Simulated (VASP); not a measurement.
Wanted: the native input for a VASP 6.6.1 run.

- Task: single point
- Functional: PBE
- Potentials or basis: VASP PAW PBE potentials, release 64 (Sn_d, O, H)
- Cutoff: 520 eV
- k mesh: 3 × 3 × 3
- Occupations: gaussian, width 0.02 eV
- Spin: no spin polarisation
- Dipole correction: no
- Further INCAR settings: ALGO = Normal; EDIFF = 1e-06; NBANDS = 64

The structure of Sn4HO8 (a cell with a defect) lies in POSCAR:

```
Sn4HO8
1.0
   -4.8265176449      0.0000000000      3.2381666583
    4.8265176449      0.0000000000      3.2381666583
    0.0000000000      4.8283676020     -3.2381666583
Sn O H
4 8 1
Direct
    0.2259631497      0.7581246767      0.4800705313
    0.7589703647      0.2431094100      0.4980708178
    0.0113862054      0.0089759791      0.0019292234
    0.4970128668      0.4945516721      0.0020027473
   -0.0340576446      0.3053833604      0.2670946180
    0.4657770512      0.8051652231      0.2671644138
    0.9280136990      0.7805264105      0.2045165326
    0.4534411358      0.2997327989      0.2492032710
    0.5396561928      0.6940805739      0.7297837055
    0.0595661137      0.2229574152      0.7784643403
    1.0244377300      0.6966152467      0.7150395920
    0.5224708829      0.1946166998      0.7150950973
    0.5207113906      0.5472027472      0.5640092521
```

These files were run (other wordings do the same):

INCAR

```
SYSTEM = Sn4HO8
PREC = Accurate
ENCUT = 520
EDIFF = 1E-6
ISMEAR = 0
SIGMA = 0.02
LREAL = .FALSE.
LASPH = .TRUE.
NELM = 80
ALGO = Normal
ISIF = 2
LWAVE = .FALSE.
LCHARG = .FALSE.
GGA = PE
NBANDS = 64
```

KPOINTS

```
Automatic mesh
0
G
  3 3 3
  0 0 0
```

Potentials or basis: VASP PAW PBE potentials, release 64 (Sn_d, O, H).

Command:

```console
$ cat potpaw_PBE.64/Sn_d/POTCAR potpaw_PBE.64/O/POTCAR potpaw_PBE.64/H/POTCAR > POTCAR
$ mpirun -np 1 vasp_std > vasp.out
```

It gave:

```json
{"Pressure": "10.1 GPa", "Largest force": "0.108 eV/Å", "Band gap on the k mesh": "zero (an odd number of electrons rules out a gap without spin polarisation)"}
```

Caveat: the k points lie up to 0.45 Å⁻¹ apart, too coarse for converged energies and pressures of a metal; spin-orbit coupling is left out, which moves the levels of the heavy elements; an odd number of electrons without spin polarisation forces a metal; a magnetic or distorted state may lie lower.

Run time: 110 s on 1 thread of Intel(R) Xeon(R) 6975P-C (Granite Rapids) (shared host), peak memory 0.37 GiB.
